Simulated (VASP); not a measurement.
Crystal: Ti3Cd.

```xyz
4
Lattice="4.1510 0.0000 0.0000 0.0000 4.1510 0.0000 0.0000 0.0000 4.1510" Properties=species:S:1:pos:R:3 pbc="T T T"
Ti    0.0000    2.0755    2.0755
Ti    2.0755    0.0000    2.0755
Ti    2.0755    2.0755    0.0000
Cd    0.0000    0.0000    0.0000
```

```yaml
Program: VASP 6.6.1
Task: relaxation of cell and atoms
Functional: PBEsol
Potentials_or_basis: VASP PAW PBE potentials, release 64 (Ti_sv, Cd)
Cutoff: 600 eV
k_mesh: 5 × 5 × 5
Occupations: fermi-dirac, width 0.05 eV
Spin: no spin polarisation
```

At the start: pressure -4.6 GPa; volume 17.88 Å³/atom.

**Question.** How do energy, volume and symmetry change on relaxing?

**Answer.** Over 3 steps the energy falls by 11.6 meV/atom and the volume is 17.11 Å³/atom (-4.3 %); space group Pm-3m (No. 221, to 0.1 Å) before and after.

Step by step:
```csv
step,energy change (eV),largest force (eV/Å),pressure (GPa),volume (Å³)
1,0.0000,0.0000,-4.65,71.53
2,-0.0207,0.0000,3.92,66.29
3,-0.0463,0.0000,-0.01,68.45
```

Final structure:
```cif
data_structure
_symmetry_space_group_name_H-M 'P 1'
_symmetry_Int_Tables_number 1
_cell_length_a 4.0907
_cell_length_b 4.0907
_cell_length_c 4.0907
_cell_angle_alpha 90.000
_cell_angle_beta 90.000
_cell_angle_gamma 90.000
_cell_volume 68.45
loop_
_atom_site_label
_atom_site_type_symbol
_atom_site_fract_x
_atom_site_fract_y
_atom_site_fract_z
_atom_site_occupancy
Ti1 Ti 0.00000 0.50000 0.50000 1
Ti2 Ti 0.50000 0.00000 0.50000 1
Ti3 Ti 0.50000 0.50000 0.00000 1
Cd1 Cd 0.00000 0.00000 0.00000 1
```

Caveat: the PAW data sets were made with another functional, which shifts forces and pressure a little.
